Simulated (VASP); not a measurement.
The system is YC12.

```
Y C
1.0
     5.85155    0.00000    0.00000
    -2.92578    5.06759    0.00000
     0.00000    0.00000    2.21633
Y C
1 12
Direct
  0.00000 0.00000 0.50000
  0.85027 0.53883 0.78300
  0.68855 0.53883 0.21700
  0.31145 0.85027 0.21700
  0.68855 0.14973 0.78300
  0.14973 0.68855 0.78300
  0.53883 0.68855 0.21700
  0.46117 0.14973 0.21700
  0.31145 0.46117 0.78300
  0.14973 0.46117 0.21700
  0.53883 0.85027 0.78300
  0.85027 0.31145 0.21700
  0.46117 0.31145 0.78300
```

The cell was built from a structure type or drawn by symmetry, and may not be a known phase.

```yaml
Program: VASP 6.6.1
Task: relaxation of cell and atoms
Functional: PBE
Potentials_or_basis: VASP PAW PBE potentials, release 64 (Y_sv, C)
Cutoff: 600 eV
k_mesh: 3 × 3 × 8
Occupations: gaussian, width 0.1 eV
Spin: no spin polarisation
```

At the start: pressure 183.8 GPa; volume 5.06 Å³/atom.

Problem. How do energy, volume and symmetry change on relaxing?

Solution. Over 29 steps the energy falls by 2299.3 meV/atom and the volume is 8.95 Å³/atom (+77.1 %); space group P-31m (No. 162, to 0.1 Å) before and after.

Step by step:
```
step  energy change (eV)  largest force (eV/Å)  pressure (GPa)  volume (Å³)
   1              0.0000                7.6160          183.85        65.72
   2            -13.5512                2.9471          -39.93       137.39
   3            -18.9124                5.0658          -15.48        97.23
   4            -18.9395                5.1015          -13.43        96.12
   5            -24.0123                4.5725           -7.80       101.38
   6            -24.6701                3.2510          -14.30       100.13
   7            -25.8045                6.0549           44.86        94.20
   8            -27.6795                2.3688           11.93        96.53
   9            -28.3897                2.3339           -2.79       101.80
  10            -28.7901                1.2532            1.41        99.82
  11            -29.1672                1.0288            2.47       101.84
  12            -29.1771                1.1888            2.92       102.23
  13            -29.4988                0.6372            4.30       104.54
  14            -29.6170                0.5400            6.15       106.97
  15            -29.7901                0.5537           -0.47       111.90
  16            -29.7901                0.5547           -0.47       111.91
  17            -29.8436                0.2935           -1.33       113.84
  18            -29.8444                0.2686           -1.25       113.62
  19            -29.8621                0.2298            1.26       113.54
  20            -29.8622                0.2203            1.14       113.55
  21            -29.8725                0.0562            1.06       114.09
  22            -29.8725                0.0550            1.06       114.08
  23            -29.8787                0.1141           -0.09       114.88
  24            -29.8793                0.1610           -0.58       115.22
  25            -29.8840                0.1036           -0.41       115.57
  26            -29.8856                0.1059           -0.25       115.88
  27            -29.8884                0.0613            0.27       115.99
  28            -29.8890                0.0733            0.59       116.05
  29            -29.8904                0.0379            0.21       116.37
```

Final structure:
```cif
data_structure
_symmetry_space_group_name_H-M 'P 1'
_symmetry_Int_Tables_number 1
_cell_length_a 7.3103
_cell_length_b 7.3103
_cell_length_c 2.5145
_cell_angle_alpha 90.000
_cell_angle_beta 90.000
_cell_angle_gamma 120.000
_cell_volume 116.37
loop_
_atom_site_label
_atom_site_type_symbol
_atom_site_fract_x
_atom_site_fract_y
_atom_site_fract_z
_atom_site_occupancy
Y1 Y 0.00000 0.00000 0.50000 1
C1 C 0.87569 0.64634 0.74805 1
C2 C 0.77065 0.64634 0.25195 1
C3 C 0.22935 0.87569 0.25195 1
C4 C 0.77065 0.12431 0.74805 1
C5 C 0.12431 0.77065 0.74805 1
C6 C 0.64634 0.77065 0.25195 1
C7 C 0.35366 0.12431 0.25195 1
C8 C 0.22935 0.35366 0.74805 1
C9 C 0.12431 0.35366 0.25195 1
C10 C 0.64634 0.87569 0.74805 1
C11 C 0.87569 0.22935 0.25195 1
C12 C 0.35366 0.22935 0.74805 1
```

Caveat: the k points lie up to 0.33 Å⁻¹ apart in the final cell, too coarse for converged energies and pressures of a metal; the volume moved by over 15 % at a fixed basis, so the end points are rough.
